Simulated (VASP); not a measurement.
# FeSi: relaxation of cell and atoms with PBE

Crystal: FeSi.

```
CELL_PARAMETERS angstrom
4.44866 0.00000 0.00000
0.00000 4.44866 0.00000
0.00000 0.00000 4.44866
ATOMIC_POSITIONS crystal
Fe 0.13549 0.13549 0.13549
Fe 0.36451 0.86451 0.63549
Fe 0.63549 0.36451 0.86451
Fe 0.86451 0.63549 0.36451
Si 0.84093 0.84093 0.84093
Si 0.65907 0.15907 0.34093
Si 0.34093 0.65907 0.15907
Si 0.15907 0.34093 0.65907
```

```
Program                : VASP 6.6.1
Task                   : relaxation of cell and atoms
Functional             : PBE
Potentials or basis    : VASP PAW PBE potentials, release 64 (Fe, Si)
Cutoff                 : 600 eV
k mesh                 : 8 × 8 × 8
Occupations            : gaussian, width 0.01 eV
Spin                   : no spin polarisation
Dipole correction      : no
Further INCAR settings : ALGO = Normal; EDIFF = 1e-07; IBRION = 2; EDIFFG = -0.005; NSW = 100; ISIF = 3
```

| Quantity | Value |
| --- | --- |
| Relaxed volume | 11.00 Å³/atom |
| Relaxed cell | a = 4.448 Å, b = 4.448 Å, c = 4.448 Å, α = 90.00°, β = 90.00°, γ = 90.00° |
| Space group after relaxing (to 0.1 Å) | P2_13 (No. 198) |
| Energy gained by relaxing | 0.2 meV/atom |
| Ionic steps | 9 |
| Pressure after relaxing | 0.0 GPa |
| Largest force after relaxing | 0.004 eV/Å |
| Band gap on the k mesh | 0.16 eV (least direct gap 0.17 eV) |

Forces on the atoms (eV/Å):
```
Fe   0.002  0.002  0.002
Fe  -0.002 -0.002  0.002
Fe   0.002 -0.002 -0.002
Fe  -0.002  0.002 -0.002
Si   0.002  0.002  0.002
Si  -0.002 -0.002  0.002
Si   0.002 -0.002 -0.002
Si  -0.002  0.002 -0.002
```

Step by step:
```tsv
step	energy change (eV)	largest force (eV/Å)	pressure (GPa)	volume (Å³)
1	0.0000	0.0843	0.12	88.04
2	-0.0009	0.0264	-0.26	88.15
3	-0.0010	0.0148	-0.34	88.17
4	-0.0011	0.0233	0.29	87.91
5	-0.0012	0.0161	0.02	88.02
6	-0.0012	0.0159	0.02	88.02
7	-0.0011	0.0110	-0.17	88.10
8	-0.0012	0.0158	-0.01	88.02
9	-0.0012	0.0043	0.03	88.01
```

Final structure:
```yaml
crystal:
  lattice:
    - [4.44818, 0.00000, 0.00000]
    - [0.00000, 4.44818, 0.00000]
    - [0.00000, 0.00000, 4.44818]
  atoms:
    - { symbol: Fe, position: [0.13633, 0.13633, 0.13633] }
    - { symbol: Fe, position: [0.36367, 0.86367, 0.63633] }
    - { symbol: Fe, position: [0.63633, 0.36367, 0.86367] }
    - { symbol: Fe, position: [0.86367, 0.63633, 0.36367] }
    - { symbol: Si, position: [0.84074, 0.84074, 0.84074] }
    - { symbol: Si, position: [0.65926, 0.15926, 0.34074] }
    - { symbol: Si, position: [0.34074, 0.65926, 0.15926] }
    - { symbol: Si, position: [0.15926, 0.34074, 0.65926] }
```

Levels at points of the mesh, in eV from the valence-band top:
```
           k point  band 22  band 23  band 24  band 25  band 26  band 27
(0.00, 0.00, 0.00)    -0.29    -0.04    -0.04     0.66     0.66     0.66
(0.50, 0.00, 0.00)    -0.38    -0.01    -0.01     0.20     0.20     1.72
(0.50, 0.50, 0.00)    -1.01    -0.36    -0.36     0.64     0.64     1.30
(0.50, 0.50, 0.50)    -0.67    -0.67    -0.67     0.50     0.50     0.50
```

Run time: 7 min on 1 thread of Intel(R) Xeon(R) Platinum 8488C (Sapphire Rapids), on a shared host, peak memory 0.28 GiB.

A k mesh can miss the band edges. Spin polarisation is off, so any magnetic state and its effect on volume and gap are missing.
